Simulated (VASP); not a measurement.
A run of VASP 6.6.1 is set up as follows.

Contents of POSCAR:

```
MgO
1.0
    2.1442108665      2.1442108665      0.0000000000
   -2.1442108665      2.1442108665      0.0000000000
    0.0000000000      2.1442108665      2.0779463653
Mg O
1 1
Direct
    0.0000000000      0.0000000000      0.0000000000
    0.5000000000      0.5000000000      0.0000000000
```

INCAR.step1

```
SYSTEM = MgO
PREC = Accurate
ENCUT = 920
ISMEAR = 0
SIGMA = 0.01
LREAL = .False.
LASPH = .True.
NELM = 120
NBANDS = 15
GGA = PE
ALGO = Normal
EDIFF = 1E-5
LWAVE = .True.
LCHARG = .False.
GGA_COMPAT = .False.
```

Contents of INCAR.step2:

```
SYSTEM = MgO
PREC = Accurate
ENCUT = 920
EDIFF = 1E-6
ISMEAR = 0
SIGMA = 0.01
LREAL = .False.
LASPH = .True.
NELM = 120
ALGO = Normal
ISIF = 2
LWAVE = .False.
LCHARG = .True.
METAGGA = R2SCAN
LMIXTAU = .True.
LELF = .True.
LVHAR = .True.
NBANDS = 15
ISTART = 1
GGA_COMPAT = .False.
```

Contents of KPOINTS:

```
regular mesh
0
Gamma
  10 10 10
  0 0 0
```

Potentials or basis: VASP PAW PBE potentials, release 64 (Mg_sv, O).

Run with:

```sh
$ cat potpaw_PBE.64/Mg_sv/POTCAR potpaw_PBE.64/O/POTCAR > POTCAR
$ cp INCAR.step1 INCAR
$ mpirun -np 1 vasp_std > vasp.out
$ cp INCAR.step2 INCAR
$ mpirun -np 1 vasp_std > vasp.out
```

Task: What does it give for the pressure?

Result: -3.5 GPa.

Task: What does it give for the band gap on the k mesh?

Result: 5.39 eV.

Stress tensor (GPa, compression positive):
```
-5.53  0.00  0.00
 0.00 -5.53  0.00
 0.00  0.00  0.71
```

Caveat: the cell differs from its parent crystal (in-plane strain +0.02, then relaxed in part); the stress differs along the axes, from -6 to 1 GPa; the PAW data sets were made with another functional, which shifts forces and pressure a little.
